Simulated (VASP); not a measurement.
# BaTiO3 in VASP: a series of runs

BaTiO3 is run at these levels: PBE; tasks: relaxation of cell and atoms, single point.

Everything below comes from runs of VASP 6.6.1. Logs are shortened: lines on timing, memory, paths and dates and some standing lists are left out, and cuts for length are marked.

## (1) The cell of the first run

The structure is cubic, space group Pm-3m (No. 221). Conventional cell: a = 4.008 Å, b = 4.008 Å, c = 4.008 Å, α = 90.00°, β = 90.00°, γ = 90.00°. Within 3.7 Å of Ba (site symmetry m-3m) lie 12 O at 2.83 Å and 8 Ti at 3.47 Å. Ti (site symmetry m-3m) has 6 O at 2.00 Å within 2.7 Å. O (site symmetry 4/mmm) has 2 Ti at 2.00 Å within 2.7 Å.

## (2) Relaxation of cell and atoms, PBE

INCAR

```
SYSTEM = BaTiO3
PREC     = Accurate       ! precision mode
ENCUT    = 600            ! plane-wave cutoff, eV
EDIFF    = 1E-6           ! SCF threshold, eV
ISMEAR   = 0              ! smearing method
SIGMA    = 0.02           ! smearing width, eV
LREAL    = .False.        ! projectors in reciprocal space
LASPH    = .True.         ! aspherical terms in the spheres
NELM     = 100            ! most SCF steps
ALGO     = Normal         ! electronic algorithm
ISIF     = 3              ! what is computed and relaxed
LWAVE    = .False.        ! write WAVECAR
LCHARG   = .False.        ! write CHGCAR
GGA      = PE             ! functional
IBRION   = 2              ! ionic algorithm
NSW      = 100            ! ionic steps
EDIFFG   = -0.005         ! ionic threshold
```

KPOINTS

```
regular mesh
0
Gamma
  8 8 8
  0 0 0
```

POSCAR

```
BaTiO3
1.0
    4.0076816357      0.0000000000      0.0000000000
    0.0000000000      4.0076816357      0.0000000000
    0.0000000000      0.0000000000      4.0076816357
Ba Ti O
1 1 3
Direct
    0.5000000000      0.5000000000      0.5000000000
    0.0000000000      0.0000000000      0.0000000000
    0.5000000000      0.0000000000      0.0000000000
    0.0000000000      0.5000000000      0.0000000000
    0.0000000000      0.0000000000      0.5000000000
```

Potentials or basis: VASP PAW PBE potentials, release 64 (Ba_sv, Ti_sv, O).

Run with:

```console
$ cat potpaw_PBE.64/Ba_sv/POTCAR potpaw_PBE.64/Ti_sv/POTCAR potpaw_PBE.64/O/POTCAR > POTCAR
$ mpirun -np 1 vasp_std > vasp.out
```

OUTCAR:

```text
SYSTEM = BaTiO3
   PREC = Accurate
   ENCUT = 600
   EDIFF = 1E-6
   ISMEAR = 0
   LREAL = .False.
   LASPH = .True.
   NELM = 100
   ISIF = 3
   GGA = PE
   IBRION = 2
   NSW = 100
   EDIFFG = -0.005

 ion  position               nearest neighbor table
   1  0.500  0.500  0.500-   3 2.83   4 2.83   5 2.83   3 2.83   4 2.83   3 2.83   5 2.83   3 2.83
                             4 2.83   5 2.83   4 2.83   5 2.83   2 3.47   2 3.47   2 3.47   2 3.47
   2  0.000  0.000  0.000-   3 2.00   4 2.00   5 2.00   5 2.00   4 2.00   3 2.00   1 3.47   1 3.47
                             1 3.47   1 3.47   1 3.47   1 3.47   1 3.47   1 3.47
   3  0.500  0.000  0.000-   2 2.00   2 2.00   1 2.83   1 2.83   1 2.83   1 2.83
   4  0.000  0.500  0.000-   2 2.00   2 2.00   1 2.83   1 2.83   1 2.83   1 2.83
   5  0.000  0.000  0.500-   2 2.00   2 2.00   1 2.83   1 2.83   1 2.83   1 2.83

  LATTYP: Found a simple cubic cell.
 ALAT       =     4.0076816357

  Lattice vectors:

 A1 = (   4.0076816357,   0.0000000000,   0.0000000000)
 A2 = (   0.0000000000,   4.0076816357,   0.0000000000)
 A3 = (   0.0000000000,   0.0000000000,   4.0076816357)

Analysis of symmetry for initial positions (statically):
=====================================================================
 Subroutine PRICEL returns:
 Original cell was already a primitive cell.

 Routine SETGRP: Setting up the symmetry group for a
 simple cubic supercell.

 Subroutine GETGRP returns: Found 48 space group operations
 (whereof 48 operations were pure point group operations)
 out of a pool of 48 trial point group operations.

The static configuration has the point symmetry O_h .

Analysis of symmetry for dynamics (positions and initial velocities):
=====================================================================
 Subroutine PRICEL returns:
 Original cell was already a primitive cell.

 Routine SETGRP: Setting up the symmetry group for a
 simple cubic supercell.

 Subroutine GETGRP returns: Found 48 space group operations
 (whereof 48 operations were pure point group operations)
 out of a pool of 48 trial point group operations.

The dynamic configuration has the point symmetry O_h .

 Subroutine INISYM returns: Found 48 space group operations
 (whereof 48 operations are pure point group operations),
 and found     1 'primitive' translations

----------------------------------------------------------------------------------------

                                     Primitive cell

  volume of cell :      64.3694

  direct lattice vectors                    reciprocal lattice vectors
     4.007681636  0.000000000  0.000000000     0.249520818  0.000000000  0.000000000
     0.000000000  4.007681636  0.000000000     0.000000000  0.249520818  0.000000000
     0.000000000  0.000000000  4.007681636     0.000000000  0.000000000  0.249520818

  length of vectors
     4.007681636  4.007681636  4.007681636     0.249520818  0.249520818  0.249520818

  position of ions in fractional coordinates (direct lattice)
     0.500000000  0.500000000  0.500000000
     0.000000000  0.000000000  0.000000000
     0.500000000  0.000000000  0.000000000
     0.000000000  0.500000000  0.000000000
     0.000000000  0.000000000  0.500000000

  ion indices of the primitive-cell ions
   primitive index   ion index
                 1           1
                 2           2
                 3           3
                 4           4
                 5           5

----------------------------------------------------------------------------------------

 KPOINTS: regular mesh

Automatic generation of k-mesh.
 Grid dimensions read from file:
 generate k-points for:    8    8    8

 Generating k-lattice:

  Cartesian coordinates                     Fractional coordinates (reciprocal lattice)
     0.031190102  0.000000000  0.000000000     0.125000000  0.000000000  0.000000000
     0.000000000  0.031190102  0.000000000     0.000000000  0.125000000  0.000000000
     0.000000000  0.000000000  0.031190102     0.000000000  0.000000000  0.125000000

  Length of vectors
     0.031190102  0.031190102  0.031190102

  Shift w.r.t. Gamma in fractional coordinates (k-lattice)
     0.000000000  0.000000000  0.000000000

 Subroutine IBZKPT returns following result:
 ===========================================

 Found     35 irreducible k-points:

 Following reciprocal coordinates:
            Coordinates               Weight
  0.000000  0.000000  0.000000      1.000000
  0.125000  0.000000  0.000000      6.000000
  0.250000  0.000000  0.000000      6.000000
  0.375000  0.000000  0.000000      6.000000
  0.500000  0.000000  0.000000      3.000000
  0.125000  0.125000  0.000000     12.000000
[... 16 lines left out ...]
  0.375000  0.375000  0.125000     24.000000
  0.500000  0.375000  0.125000     24.000000
 [... further k-points ...]
   k-points           NKPTS =     35   k-points in BZ     NKDIM =     35   number of bands    NBANDS=     24
   number of dos      NEDOS =    301   number of ions     NIONS =      5
   total plane-waves  NPLWV =  32768
   dimension x,y,z NGX =    32 NGY =   32 NGZ =   32
   dimension x,y,z NGXF=    64 NGYF=   64 NGZF=   64
   ions per type =               1   1   3
   NGX,Y,Z   is equivalent  to a cutoff of  13.27, 13.27, 13.27 a.u.
   NGXF,Y,Z  is equivalent  to a cutoff of  26.55, 26.55, 26.55 a.u.
 SYSTEM =  BaTiO3
   PREC   = accura    normal or accurate (medium, high low for compatibility)
   ISTART =      0    job   : 0-new  1-cont  2-samecut
   ICHARG =      2    charge: 1-file 2-atom 10-const
   ISPIN  =      1    spin polarized calculation?
   LNONCOLLINEAR =      F non collinear calculations
   LSORBIT =      F    spin-orbit coupling
   LASPH  =      T    aspherical Exc in radial PAW
   ENCUT  =  600.0 eV  44.10 Ry    6.64 a.u.   8.00  8.00  8.00*2*pi/ulx,y,z
   NELM   =    100;   NELMIN=  2; NELMDL= -5     # of ELM steps
   EDIFF  = 0.1E-05   stopping-criterion for ELM
   LREAL  =      F    real-space projection
   EDIFFG = -.5E-02   stopping-criterion for IOM
   NSW    =    100    number of steps for IOM
   IBRION =      2    ionic relax: 0-MD 1-quasi-New 2-CG
   NFREE  =      1    steps in history (QN), initial steepest desc. (CG)
   ISIF   =      3    stress and relaxation
   ISYM   =      2    0-nonsym 1-usesym 2-fastsym
   POTIM  = 0.5000    time-step for ionic-motion
   TEBEG  =    0.0;   TEEND  =   0.0 temperature during run
   PSTRESS=    0.0 pullay stress
   NELECT =      40.0000    total number of electrons
   NUPDOWN=      -1.0000    fix difference up-down
   EMIN   =  10.00;   EMAX   =-10.00  energy-range for DOS
   EFERMI =   0.00;   METHOD = LEGACY
   ISMEAR =     0;   SIGMA  =   0.02  broadening in eV -4-tet -1-fermi 0-gaus
   EFERMI_NEDOS =   21; number of points for ismear=-14 and -15
   IALGO  =     38    algorithm
   IMIX   =      4    mixing-type and parameters
     AMIX     =   0.40;   BMIX     =  1.00
     AMIX_MAG =   1.60;   BMIX_MAG =  1.00
  volume/ion in A,a.u.               =      12.87        86.88
  Fermi-wavevector in a.u.,A,eV,Ry     =   1.397017  2.639979 26.553889  1.951656
  Thomas-Fermi vector in A             =   2.520314
   LORBIT       =      0    0 simple, 1 ext, 2 COOP (PROOUT), +10 PAW based schemes
   GGA     = PE    functional components
   LHFCALC =     F    Hartree Fock is set to
   AEXX    =    0.0000 exact exchange contribution
   IVDW    =     0    specifies the selected vdW correction
   LEPSILON=     F    determine dielectric tensor
   LRPA    =     F    only Hartree local field effects (RPA)
 conjugate gradient relaxation of ions
 non-spin polarized calculation
 Gauss-broadening in eV      SIGMA  =   0.02
  energy-cutoff  :      600.00
  volume of cell :       64.37
 maximum number of plane-waves:      2176
   NGX = 17   NGY = 17   NGZ = 17

--------------------------------------- Ionic step        1  -------------------------------------------

 number of electron      39.9999999 magnetization

 Free energy of the ion-electron system (eV)
  ---------------------------------------------------
  ext. energy  EPLUGINS =         0.00000000
  ---------------------------------------------------
  free energy    TOTEN  =       -39.97924581 eV

  energy without entropy =      -39.97924581  energy(sigma->0) =      -39.97924581

------------------------ aborting loop because EDIFF is reached ----------------------------------------

  FORCE on cell =-STRESS in cart. coord.  units (eV):
  Direction    XX          YY          ZZ          XY          YZ          ZX
  --------------------------------------------------------------------------------------
  -------------------------------------------------------------------------------------
  Total        1.2224433      1.2224433      1.2224433      0.0000000      0.0000000      0.0000000
  in kB       30.4270369     30.4270369     30.4270369      0.0000000      0.0000000      0.0000000
  external PRESSURE =      30.4270369 kB  Pullay stress =       0.0000000 kB
[... 63 lines left out ...]
  energy  without entropy=      -39.9806641809  energy(sigma->0) =      -39.98066418

--------------------------------------- Ionic step        3  -------------------------------------------

 number of electron      40.0000012 magnetization

 Free energy of the ion-electron system (eV)
  ---------------------------------------------------
  ext. energy  EPLUGINS =         0.00000000
  ---------------------------------------------------
  free energy    TOTEN  =       -39.99016046 eV

  energy without entropy =      -39.99016046  energy(sigma->0) =      -39.99016046

 E-fermi :   3.9029     XC(G=0): -11.1443

 val. band max:        3.6643624941   @ k =   0.5000   0.5000   0.5000
 cond. band min:       5.3663160465   @ k =   0.0000   0.0000   0.0000
 fundamental gap:      1.7019535524
 Fermi energy:         3.9029341105

 k-point     1 :       0.0000    0.0000    0.0000
  band No.  band energies     occupation
      1     -53.0643      2.00000
      2     -29.2640      2.00000
      3     -29.2640      2.00000
      4     -29.2640      2.00000
      5     -21.2004      2.00000
      6     -13.1778      2.00000
[... 637 lines left out ...]
     23       7.3805      0.00000
     24       8.6807      0.00000

 [... further k-points ...]

------------------------ aborting loop because EDIFF is reached ----------------------------------------

  FORCE on cell =-STRESS in cart. coord.  units (eV):
  Direction    XX          YY          ZZ          XY          YZ          ZX
  --------------------------------------------------------------------------------------
  -------------------------------------------------------------------------------------
  Total       -0.0014051     -0.0014051     -0.0014051      0.0000000      0.0000000     -0.0000000
  in kB       -0.0343462     -0.0343462     -0.0343462      0.0000000      0.0000000     -0.0000000
  external PRESSURE =      -0.0343462 kB  Pullay stress =       0.0000000 kB
[... 20 lines left out ...]
  FREE ENERGIE OF THE ION-ELECTRON SYSTEM (eV)
  ---------------------------------------------------
  free  energy   TOTEN  =       -39.9901604571 eV

  energy  without entropy=      -39.9901604571  energy(sigma->0) =      -39.99016046

 reached required accuracy - stopping structural energy minimisation
```

Wall time 3 min (1 thread of Intel Xeon 8259CL, shared host); peak memory 0.24 GiB.

What came out:

```
Free energy                           : -39.9902 eV
Relaxed volume                        : 13.11 Å³/atom
Relaxed cell                          : a = 4.032 Å, b = 4.032 Å, c = 4.032 Å, α = 90.00°, β = 90.00°, γ = 90.00°
Space group after relaxing (to 0.1 Å) : Pm-3m (No. 221)
Energy gained by relaxing             : 2.2 meV/atom
Ionic steps                           : 3
Pressure after relaxing               : 0.0 GPa
Band gap on the k mesh                : 1.70 eV (least direct gap 1.87 eV)
```

Step by step:
| step | energy change (eV) | largest force (eV/Å) | pressure (GPa) | volume (Å³) |
| --- | --- | --- | --- | --- |
| 1 | 0.0000 | 0.0000 | 3.04 | 64.37 |
| 2 | -0.0014 | 0.0000 | -2.65 | 66.67 |
| 3 | -0.0109 | 0.0000 | 0.00 | 65.55 |

Final structure:
```yaml
crystal:
  lattice:
    - [4.03193, 0.00000, 0.00000]
    - [0.00000, 4.03193, 0.00000]
    - [0.00000, 0.00000, 4.03193]
  atoms:
    - { symbol: Ba, position: [0.50000, 0.50000, 0.50000] }
    - { symbol: Ti, position: [0.00000, 0.00000, 0.00000] }
    - { symbol: O, position: [0.50000, 0.00000, 0.00000] }
    - { symbol: O, position: [0.00000, 0.50000, 0.00000] }
    - { symbol: O, position: [0.00000, 0.00000, 0.50000] }
```

Levels at points of the mesh, in eV from the valence-band top:
| k point | band 18 | band 19 | band 20 | band 21 | band 22 | band 23 |
| --- | --- | --- | --- | --- | --- | --- |
| (0.00, 0.00, 0.00) | -0.17 | -0.17 | -0.17 | 1.70 | 1.70 | 1.70 |
| (0.50, 0.00, 0.00) | -1.80 | -0.71 | -0.71 | 1.85 | 3.38 | 3.38 |
| (0.50, 0.50, 0.00) | -0.88 | -0.88 | -0.09 | 3.38 | 3.38 | 3.79 |
| (0.50, 0.50, 0.50) | 0.00 | 0.00 | 0.00 | 4.02 | 4.02 | 4.02 |

Caveat: spin-orbit coupling is left out, which moves the levels of the heavy elements. A k mesh can miss the band edges.

## (3) Single point, PBE

This run uses another cell than the first one, of 12.82 Å³/atom.

INCAR

```
  PREC = Accurate
  ENCUT = 520
  EDIFF = 1E-7
  ISMEAR = 0
  SIGMA = 0.02
  LREAL = F
  LASPH = T
  NELM = 80
  ALGO = Normal
  ISIF = 2
  LWAVE = F
  LCHARG = F
  GGA = PE
  NBANDS = 28
```

KPOINTS

```
Automatic mesh
0
Gamma
  8 8 8
```

Edit POSCAR of step 2 so:

```diff
@@ -2,5 +2,5 @@
 1.0
-    4.0076816357      0.0000000000      0.0000000000
-    0.0000000000      4.0076816357      0.0000000000
-    0.0000000000      0.0000000000      4.0076816357
+    3.9790584249      0.0000000000      0.0000000000
+    0.0000000000      3.9790584249      0.0000000000
+    0.0000000000      0.0000000000      4.0496621971
 Ba Ti O
```

Potentials or basis: VASP PAW PBE potentials, release 64 (Ba_sv, Ti_sv, O).

Run with:

```console
$ cat potpaw_PBE.64/Ba_sv/POTCAR potpaw_PBE.64/Ti_sv/POTCAR potpaw_PBE.64/O/POTCAR > POTCAR
$ mpirun -np 1 vasp_std > vasp.out
```

Run time: 59 s. Hardware: 1 thread of Intel Xeon 6975P-C (Granite Rapids), shared host; peak memory 0.27 GiB.

It converged, with:

* Free energy: -39.9587 eV
* Pressure: 4.0 GPa
* Band gap on the k mesh: 1.71 eV (least direct gap 1.87 eV)

Stress tensor (GPa, compression positive):
```
5.10 0.00 0.00
0.00 5.10 0.00
0.00 0.00 1.71
```

Levels at points of the mesh, in eV from the valence-band top:
```tsv
k point	band 17	band 18	band 19	band 20	band 21	band 22	band 23	band 24
(0.00, 0.00, 0.00)	-1.09	-0.19	-0.16	-0.16	1.71	1.71	1.74	3.81
(0.50, 0.00, 0.00)	-1.92	-1.92	-0.76	-0.73	1.88	3.51	3.51	3.85
(0.50, 0.50, 0.00)	-1.74	-0.80	-0.80	-0.08	3.51	3.51	3.95	4.62
(0.00, 0.00, 0.50)	-1.73	-1.73	-0.73	-0.73	1.89	3.36	3.36	3.95
(0.50, 0.00, 0.50)	-1.75	-0.95	-0.94	-0.14	3.37	3.52	3.85	4.79
(0.50, 0.50, 0.50)	-2.38	-0.04	-0.04	0.00	4.11	4.11	4.19	6.66
```

Caveat: the cell stands under pressure; spin-orbit coupling is left out, which moves the levels of the heavy elements.
